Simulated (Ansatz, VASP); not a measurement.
GaSe4 in VASP and in Ansatz

```
CELL_PARAMETERS angstrom
5.46854 0.00000 0.00000
0.00000 5.46854 0.00000
0.00000 0.00000 9.50677
ATOMIC_POSITIONS crystal
Ga 0.00000 0.00000 0.75000
Ga 0.00000 0.00000 0.25000
Se 0.72362 0.27638 0.62430
Se 0.27638 0.72362 0.62430
Se 0.72362 0.72362 0.87570
Se 0.27638 0.27638 0.87570
Se 0.72362 0.27638 0.37570
Se 0.27638 0.72362 0.37570
Se 0.27638 0.27638 0.12430
Se 0.72362 0.72362 0.12430
```

Alike in both runs: functional PBE; k mesh 3 × 3 × 2; occupations gaussian, width 0.2 eV; no spin polarisation.

Ansatz relaxed the structure, and its values are those at the end. VASP's run is a single point on that final structure, the one shown.

```csv
,VASP,Ansatz
version,VASP 6.6.1,Ansatz 0.2.0
potentials or method,"VASP PAW PBE potentials, release 64 (Ga_d, Se), cutoff 520 eV","scalar-relativistic, plane waves, PAW"
valence electrons in the cell,74,154
```

|  | VASP | Ansatz | Ansatz less VASP |
| --- | --- | --- | --- |
| gap on the k mesh at the Fermi level (eV) | none | none | - |
| pressure (GPa) | 0.4 | 0.3 | -0.10 |
| rms of the force components (eV/Å) | 0.039 | 0.041 | +0.0019 |

A gap of «none» marks a metal or a gap that the smearing closes. The functional is the same, so the differences come from potentials, cutoffs and numerics. VASP's potentials hold 74 valence electrons a cell and Ansatz's 154, so a difference there can come from the potentials and not from the codes.

The k mesh is coarse, so the values compare programs but aren't converged.
